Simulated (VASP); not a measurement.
# Ti3C2 (P6_3/mmc) in VASP: a series of runs, part 2 of 2

VASP 6.6.1. The steps go on from the part before.

**4. Single point, r2SCAN (strain +0.050 along x and y, +0.050 along z)**

File POSCAR:

```
Ti3C2
1.0
    3.2172496607      0.0000000000      0.0000000000
   -1.6086248303      2.7862199365      0.0000000000
    0.0000000000      0.0000000000     15.8744441081
Ti C
6 4
Direct
    0.3333333333      0.6666666667      0.8441961089
    0.6666666667      0.3333333333      0.3441961089
    0.6666666667      0.3333333333      0.1558038911
    0.3333333333      0.6666666667      0.6558038911
    0.0000000000      0.0000000000      0.0000000000
    0.0000000000      0.0000000000      0.5000000000
    0.6666666667      0.3333333333      0.9141626305
    0.3333333333      0.6666666667      0.4141626305
    0.6666666667      0.3333333333      0.5858373695
    0.3333333333      0.6666666667      0.0858373695
```

File INCAR.step1:

```
SYSTEM = Ti3C2
PREC = Accurate ; ENCUT = 520
ISMEAR = 0 ; SIGMA = 0.15
LREAL = .FALSE. ; LASPH = .TRUE.
NELM = 100 ; NBANDS = 55
GGA = PE ; ALGO = Normal
EDIFF = 1E-4 ; LWAVE = .TRUE.
LCHARG = .FALSE.
```

File INCAR.step2:

```
SYSTEM = Ti3C2
PREC = Accurate ; ENCUT = 520
EDIFF = 1E-6 ; ISMEAR = 0
SIGMA = 0.15 ; LREAL = .FALSE.
LASPH = .TRUE. ; NELM = 100
ALGO = Normal ; ISIF = 2
LWAVE = .FALSE. ; LCHARG = .FALSE.
METAGGA = R2SCAN ; LMIXTAU = .TRUE.
NBANDS = 55 ; ISTART = 1
```

File KPOINTS:

```
regular mesh
0
G
  12 12 4
  0 0 0
```

Potentials or basis: VASP PAW PBE potentials, release 64 (Ti_sv, C).

Started as:

```console
> cat potpaw_PBE.64/Ti_sv/POTCAR potpaw_PBE.64/C/POTCAR > POTCAR
> cp INCAR.step1 INCAR
> mpirun -np 1 vasp_std > vasp.out
> cp INCAR.step2 INCAR
> mpirun -np 1 vasp_std > vasp.out
```

OUTCAR:

```text
SYSTEM = Ti3C2
   PREC = Accurate
   ENCUT = 520
   EDIFF = 1E-6
   ISMEAR = 0
   LREAL = .FALSE.
   LASPH = .TRUE.
   NELM = 100
   ISIF = 2
   METAGGA = R2SCAN
   ISTART = 1

 ion  position               nearest neighbor table
   1  0.333  0.667  0.844-   7 2.16   7 2.16   7 2.16
   2  0.667  0.333  0.344-   8 2.16   8 2.16   8 2.16
   3  0.667  0.333  0.156-  10 2.16  10 2.16  10 2.16
   4  0.333  0.667  0.656-   9 2.16   9 2.16   9 2.16
   5  0.000  0.000  0.000-   7 2.30  10 2.30  10 2.30   7 2.30   7 2.30  10 2.30
   6  0.000  0.000  0.500-   8 2.30   9 2.30   8 2.30   9 2.30   9 2.30   8 2.30
   7  0.667  0.333  0.914-   1 2.16   1 2.16   1 2.16   5 2.30   5 2.30   5 2.30
   8  0.333  0.667  0.414-   2 2.16   2 2.16   2 2.16   6 2.30   6 2.30   6 2.30
   9  0.667  0.333  0.586-   4 2.16   4 2.16   4 2.16   6 2.30   6 2.30   6 2.30
  10  0.333  0.667  0.086-   3 2.16   3 2.16   3 2.16   5 2.30   5 2.30   5 2.30

  LATTYP: Found a hexagonal cell.
 ALAT       =     3.2172496607
 C/A-ratio  =     4.9341660680

  Lattice vectors:

 A1 = (   3.2172496607,   0.0000000000,   0.0000000000)
[... 200 lines left out ...]
 fundamental gap:      0.0085103513
 Fermi energy:         7.3307949181

 k-point     1 :       0.0000    0.0000    0.0000
  band No.  band energies     occupation
      1     -52.4339      2.00000
      2     -52.4263      2.00000
      3     -52.4212      2.00000
      4     -52.4116      2.00000
      5     -52.3628      2.00000
      6     -52.3608      2.00000
[... 1381 lines left out ...]
     54       9.1710      0.00000
     55       9.2696      0.00000

 [... further k-points ...]
[... 5 lines left out ...]
  --------------------------------------------------------------------------------------
  -------------------------------------------------------------------------------------
  Total      -19.9829050    -19.9829050    -18.5903160     -0.0000000      0.0000000     -0.0000000
  in kB     -224.9937842   -224.9937842   -209.3141883     -0.0000000      0.0000000     -0.0000000
  external PRESSURE =    -219.7672523 kB  Pullay stress =       0.0000000 kB

 VOLUME and BASIS-vectors are now :
 -----------------------------------------------------------------------------
  energy-cutoff  :      520.00
  volume of cell :      142.30
      direct lattice vectors                 reciprocal lattice vectors
     3.217249661  0.000000000  0.000000000     0.310824495  0.179454606  0.000000000
    -1.608624830  2.786219937  0.000000000     0.000000000  0.358909211  0.000000000
     0.000000000  0.000000000 15.874444108     0.000000000  0.000000000  0.062994332

 POSITION                                       TOTAL-FORCE (eV/Angst)
 -----------------------------------------------------------------------------------
     -0.00000      1.85748     13.40114        -0.000000     -0.000000      1.524877
      1.60862      0.92874      5.46392        -0.000000     -0.000000      1.524877
      1.60862      0.92874      2.47330        -0.000000     -0.000000     -1.524877
     -0.00000      1.85748     10.41052        -0.000000      0.000000     -1.524877
      0.00000      0.00000      0.00000         0.000000      0.000000     -0.000000
      0.00000      0.00000      7.93722         0.000000      0.000000     -0.000000
      1.60862      0.92874     14.51182         0.000000     -0.000000     -0.292431
     -0.00000      1.85748      6.57460        -0.000000     -0.000000     -0.292431
      1.60862      0.92874      9.29984         0.000000      0.000000      0.292431
     -0.00000      1.85748      1.36262        -0.000000      0.000000      0.292431
 -----------------------------------------------------------------------------------
    total drift:                               -0.000000      0.000000     -0.000000

  FREE ENERGIE OF THE ION-ELECTRON SYSTEM (eV)
  ---------------------------------------------------
  free  energy   TOTEN  =      -124.2148120958 eV

  energy  without entropy=     -124.1743542371  energy(sigma->0) =     -124.19458317
```

OUTCAR.step1:

```text
SYSTEM = Ti3C2
   PREC = Accurate
   ENCUT = 520
   ISMEAR = 0
   LREAL = .FALSE.
   LASPH = .TRUE.
[... 1648 lines left out ...]
     -0.00000      1.85748      6.57460        -0.000000      0.000000     -0.276129
      1.60862      0.92874      9.29984         0.000000     -0.000000      0.276129
     -0.00000      1.85748      1.36262        -0.000000      0.000000      0.276129
 -----------------------------------------------------------------------------------
    total drift:                               -0.000000      0.000000     -0.000000

  FREE ENERGIE OF THE ION-ELECTRON SYSTEM (eV)
  ---------------------------------------------------
  free  energy   TOTEN  =       -89.5940038705 eV

  energy  without entropy=      -89.5495602673  energy(sigma->0) =      -89.57178207
```

It took 23 min on 1 thread of Oxide Virtual Turin-like, shared host; peak memory 0.45 GiB.

Results:

| Quantity | Value |
| --- | --- |
| Free energy | -124.2148 eV |
| Pressure | -22.0 GPa |
| Largest force | 1.525 eV/Å |
| Band gap on the k mesh | zero (bands 44 and 45 overlap by 0.62 eV) |

Forces in eV/Å, atoms in the order of the input:
```
Ti   0.000  0.000  1.525
Ti   0.000  0.000  1.525
Ti   0.000  0.000 -1.525
Ti   0.000  0.000 -1.525
Ti   0.000  0.000  0.000
Ti   0.000  0.000  0.000
C    0.000  0.000 -0.292
C    0.000  0.000 -0.292
C    0.000  0.000  0.292
C    0.000  0.000  0.292
```

Levels at points of the mesh, in eV from the Fermi level:
```
           k point  band 42  band 43  band 44  band 45  band 46  band 47
(0.00, 0.00, 0.00)    -1.66     0.27     0.39     0.39     0.48     0.50
(0.50, 0.00, 0.00)    -1.37    -1.20    -1.18     0.17     0.37     1.57
(0.00, 0.00, 0.50)    -1.83     0.37     0.37     0.44     0.44     0.44
(0.50, 0.00, 0.50)    -1.47    -1.18    -1.18     0.27     0.27     1.67
```

Caveat: the cell differs from its parent crystal (strain +0.050 along x and y, +0.050 along z); the cell stands under tension; the PAW data sets were made with another functional, which shifts forces and pressure a little.

**5. Overview**

```csv
cell,gap on the mesh (eV),pressure (GPa),largest force (eV/Å)
"a = 2.911, b = 2.911, c = 15.119 Å, angles 90.0, 90.0, 120.0°, 10 atoms",none,27.9,1.57
"a = 3.064, b = 3.064, c = 14.363 Å, angles 90.0, 90.0, 120.0°, 10 atoms",none,12.1,0.98
"a = 3.217, b = 3.217, c = 15.874 Å, angles 90.0, 90.0, 120.0°, 10 atoms",none,-22.0,1.52
```

Alike in all rows: task single point; level r2SCAN; potentials or basis VASP PAW PBE potentials, release 64 (Ti_sv, C); no spin polarisation; k mesh 12 × 12 × 4; cutoff (eV) 520; smearing gaussian 0.15 eV.

Caveats: the PAW data sets were made with another functional, which shifts forces and pressure a little; the cell stands under pressure (at least some runs); the cell stands under tension (at least some runs).

Absolute energies hang on the potentials; compare differences alone.
